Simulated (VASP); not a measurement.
A run of VASP 6.6.1 is set up as follows.

The input POSCAR:

```
TiB
1.0
    0.0000000000      2.4762986467      2.4762986467
    2.4762986467      0.0000000000      2.4762986467
    2.4762986467      2.4762986467      0.0000000000
Ti B
1 1
Direct
    0.7500000000      0.7500000000      0.7500000000
    0.0000000000      0.0000000000      0.0000000000
```

The input INCAR.step1:

```
PREC = Accurate ; ENCUT = 520
ISMEAR = 0 ; SIGMA = 0.05
LREAL = False ; LASPH = True
NELM = 80 ; NBANDS = 14
GGA = PE ; ALGO = Normal
EDIFF = 1E-4 ; LWAVE = True
LCHARG = False
```

INCAR.step2

```
PREC = Accurate ; ENCUT = 520
EDIFF = 1E-6 ; ISMEAR = 0
SIGMA = 0.05 ; LREAL = False
LASPH = True ; NELM = 80
ALGO = Normal ; ISIF = 2
LWAVE = False ; LCHARG = False
METAGGA = R2SCAN ; LMIXTAU = True
NBANDS = 14 ; ISTART = 1
```

Contents of KPOINTS:

```
Automatic mesh
0
Gamma
  10 10 10
```

Potentials or basis: VASP PAW PBE potentials, release 64 (Ti_sv, B).

The run is started by

```bash
$ cat potpaw_PBE.64/Ti_sv/POTCAR potpaw_PBE.64/B/POTCAR > POTCAR
$ cp INCAR.step1 INCAR
$ mpirun -np 1 vasp_std > vasp.out
$ cp INCAR.step2 INCAR
$ mpirun -np 1 vasp_std > vasp.out
```

(1) Estimate the pressure.

## Answers

(1) 0.3 GPa.

Caveat: the PAW data sets were made with another functional, which shifts forces and pressure a little.
